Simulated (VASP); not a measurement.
Input of a VASP 6.6.1 run:

Contents of POSCAR:

```
GaN
1.0
    3.1513178824      0.0000000000      0.0000000000
   -1.5756589412      2.7291213415      0.0000000000
    0.0000000000      0.0000000000      5.1317889770
Ga N
2 2
Direct
    0.3333333333      0.6666666667     -0.0008744116
    0.6666666667      0.3333333333      0.4991255884
    0.3333333333      0.6666666667      0.3758744116
    0.6666666667      0.3333333333      0.8758744116
```

The input INCAR.step1:

```
  PREC = Accurate
  ENCUT = 520
  ISMEAR = 0
  SIGMA = 0.01
  LREAL = F
  LASPH = T
  NELM = 80
  NBANDS = 26
  GGA = PE
  ALGO = Normal
  EDIFF = 1E-4
  LWAVE = T
  LCHARG = F
```

The input INCAR.step2:

```
  PREC = Accurate
  ENCUT = 520
  EDIFF = 1E-7
  ISMEAR = 0
  SIGMA = 0.01
  LREAL = F
  LASPH = T
  NELM = 80
  ALGO = Normal
  ISIF = 2
  LWAVE = F
  LCHARG = F
  METAGGA = R2SCAN
  LMIXTAU = T
  NBANDS = 26
  ISTART = 1
```

Contents of KPOINTS:

```
regular mesh
0
Gamma
  12 12 6
```

Potentials or basis: VASP PAW PBE potentials, release 64 (Ga_d, N).

Run with:

```bash
$ cat potpaw_PBE.64/Ga_d/POTCAR potpaw_PBE.64/N/POTCAR > POTCAR
$ cp INCAR.step1 INCAR
$ mpirun -np 1 vasp_std > vasp.out
$ cp INCAR.step2 INCAR
$ mpirun -np 1 vasp_std > vasp.out
```

Task: What does it give for the pressure?

Result: 7.5 GPa.

Task: What does it give for the band gap on the k mesh?

Result: 2.55 eV.

Task: What does it give for the largest force?

Result: 0.008 eV/Å.

Forces in eV/Å, atoms in the order of the input:
```
Ga   0.000  0.000  0.008
Ga   0.000  0.000  0.008
N    0.000  0.000 -0.008
N    0.000  0.000 -0.008
```

Caveat: the cell differs from its parent crystal (strain -1.0%); the cell stands under pressure; the PAW data sets were made with another functional, which shifts forces and pressure a little.
